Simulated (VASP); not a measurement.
# MnO: single point with PBE

MnO:

```
Mn O
1.0
     2.72480    0.00000    0.00000
     0.00000    2.72480    0.00000
     0.00000    0.00000    2.72480
Mn O
1 1
Direct
  0.00000 0.00000 0.00000
  0.50000 0.50000 0.50000
```

| Item | Value |
| --- | --- |
| Program | VASP 6.6.1 |
| Task | single point |
| Functional | PBE |
| Potentials or basis | VASP PAW PBE potentials, release 64 (Mn_pv, O) |
| Cutoff | 520 eV |
| k mesh | 10 × 10 × 10 |
| Occupations | fermi-dirac, width 0.05 eV |
| Spin | collinear spin, ferromagnetic start |
| Starting moments | [4.0, 0.0] μB |

```yaml
Pressure: 5.1 GPa
Net_moment: 4.77 μB per cell
Site_moments: Mn +4.32; O +0.22 μB
Valence_electrons_inside_the_program's_atomic_spheres: Mn 11.36; O 4.95
```

Levels at points of the mesh, in eV from the Fermi level:
Spin up:
```csv
k point,band 8,band 9,band 10,band 11,band 12,band 13,band 14,band 15,band 16,band 17
"(0.00, 0.00, 0.00)",-2.74,-2.74,-1.74,-1.74,-1.74,-0.21,14.46,14.46,18.29,18.29
"(0.50, 0.00, 0.00)",-3.90,-1.65,-1.24,0.01,0.01,4.96,7.23,14.60,16.26,16.26
"(0.50, 0.50, 0.00)",-2.68,-2.41,-2.41,-1.93,-1.14,5.57,9.80,9.80,15.33,22.85
"(0.50, 0.50, 0.50)",-1.10,-1.10,0.21,0.21,0.21,5.98,5.98,5.98,14.14,19.78
```
Spin down:
```tsv
k point	band 4	band 5	band 6	band 7	band 8	band 9	band 10	band 11
(0.00, 0.00, 0.00)	-19.27	-2.29	-2.29	-2.29	-0.57	-0.57	1.49	2.63
(0.50, 0.00, 0.00)	-18.24	-7.27	-2.71	-2.71	0.02	2.65	2.76	3.19
(0.50, 0.50, 0.00)	-17.74	-5.34	-5.34	-1.53	-0.19	1.13	1.73	1.73
(0.50, 0.50, 0.50)	-16.98	-5.71	-5.71	-5.71	3.37	3.37	3.52	3.52
```

Wall time 24 s on 1 thread of Intel(R) Xeon(R) Platinum 8559C (Emerald Rapids), on a shared host, peak memory 0.15 GiB.

Caveat: a cell with one magnetic atom can't hold antiferromagnetic order, which such compounds often take; semilocal functionals often make such compounds metallic where correlation or magnetic order opens a gap, which also shifts bond lengths. With open d or f shells a metallic result of PBE can be an artefact of self-interaction; +U or a hybrid may open a gap.
